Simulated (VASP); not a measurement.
## ScSi2: single point with PBE

The system is ScSi2.

```
CELL_PARAMETERS angstrom
3.73178 0.00000 0.00000
-1.86589 3.23182 0.00000
0.00000 0.00000 3.94590
ATOMIC_POSITIONS crystal
Sc 0.00000 0.00000 0.00000
Si 0.66667 0.33333 0.50000
Si 0.33333 0.66667 0.50000
```

```
Program             : VASP 6.6.1
Task                : single point
Functional          : PBE
Potentials or basis : VASP PAW PBE potentials, release 64 (Sc_sv, Si)
Cutoff              : 520 eV
k mesh              : 8 × 8 × 7
Occupations         : fermi-dirac, width 0.05 eV
Spin                : no spin polarisation
```

```
Pressure               : 14.8 GPa
Band gap on the k mesh : zero (an odd number of electrons rules out a gap without spin polarisation)
```

Stress tensor (GPa, compression positive):
```
24.07  0.00  0.00
 0.00 24.07  0.00
 0.00  0.00 -3.78
```

Levels at points of the mesh, in eV from the Fermi level:
```tsv
k point	band 7	band 8	band 9	band 10	band 11	band 12
(0.00, 0.00, 0.00)	-3.38	-3.38	-1.92	0.80	1.05	1.05
(0.50, 0.00, 0.00)	-4.44	-3.08	-2.62	0.43	0.77	2.04
```

Run time: 29 s on 1 thread of Intel(R) Xeon(R) Platinum 8259CL CPU @ 2.50GHz (Skylake/Cascade Lake), with other jobs on the host, peak memory 0.17 GiB.

Caveat: the stress differs along the axes, from -4 to 24 GPa.
